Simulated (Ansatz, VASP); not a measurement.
# GaSb in VASP and in Ansatz

Contents of INCAR:

```
SYSTEM = GaSb
PREC = Accurate ; ENCUT = 520
EDIFF = 1E-7 ; ISMEAR = 0
SIGMA = 0.15 ; LREAL = .False.
LASPH = .True. ; NELM = 100
ALGO = Normal ; ISIF = 2
LWAVE = .False. ; LCHARG = .True.
GGA = PE ; LELF = .True.
LVHAR = .True. ; NBANDS = 16
```

Contents of KPOINTS:

```
Automatic mesh
0
Gamma
  18 18 18
  0 0 0
```

Contents of POSCAR:

```
GaSb
1.0
   -1.5767182178      2.6875130270      2.9859934065
    1.5767182178     -2.6875130270      2.9859934065
    1.5767182178      2.6875130270     -2.9859934065
Ga Sb
1 1
Direct
    0.0000000000      0.0000000000      0.0000000000
    0.5000000000      0.5000000000      0.0000000000
```

Input for Ansatz:

```yaml
crystal:
  lattice:
    - [-1.5767182178, 2.687513027, 2.9859934065]
    - [1.5767182178, -2.687513027, 2.9859934065]
    - [1.5767182178, 2.687513027, -2.9859934065]
  atoms:
    - { symbol: Ga, position: [0.0, 0.0, 0.0] }
    - { symbol: Sb, position: [0.5, 0.5, 0.0] }
basis:
  ecutwfc: 420
kpoints:
  mp_grid: { grid: [18, 18, 18] }
hamiltonian:
  xc: pbe
  pseudopotentials: { kind: paw, azcp: { folder: soft_1 } }
scf:
  occupations: { method: gaussian, width: 0.15 }
output:
  forces: true
  stress: true
  eigenvalues: true
  write_density: true
  write_potential: true
  elf: true
  volumetric_format: npy
```

Change from the starting cell: volume 25.306 Å^3 an atom, stretch along a over the lengths across it, relative to the relaxed cell 0.9480.

Alike in both runs: task single point; functional PBE; k mesh 18 × 18 × 18; occupations gaussian, width 0.15 eV; no spin polarisation.

|  | VASP | Ansatz |
| --- | --- | --- |
| version | VASP 6.6.1 | Ansatz 0.2.0 |
| potentials or method | VASP PAW PBE potentials, release 64 (Ga_d, Sb), cutoff 520 eV | scalar-relativistic, plane waves, PAW |
| valence electrons in the cell | 18 | 28 |

|  | VASP | Ansatz | Ansatz less VASP |
| --- | --- | --- | --- |
| gap on the k mesh at the Fermi level (eV) | none | none | - |
| pressure (GPa) | -2.3 | -2.3 | +0.01 |
| traceless stress, the component that is largest in VASP (GPa) | -1.72 | -1.74 | -0.022 |

A gap of «none» marks a metal or a gap that the smearing closes. VASP's potentials hold 18 valence electrons a cell and Ansatz's 28, so a difference there can come from the potentials and not from the codes.

Spin-orbit coupling is off throughout.
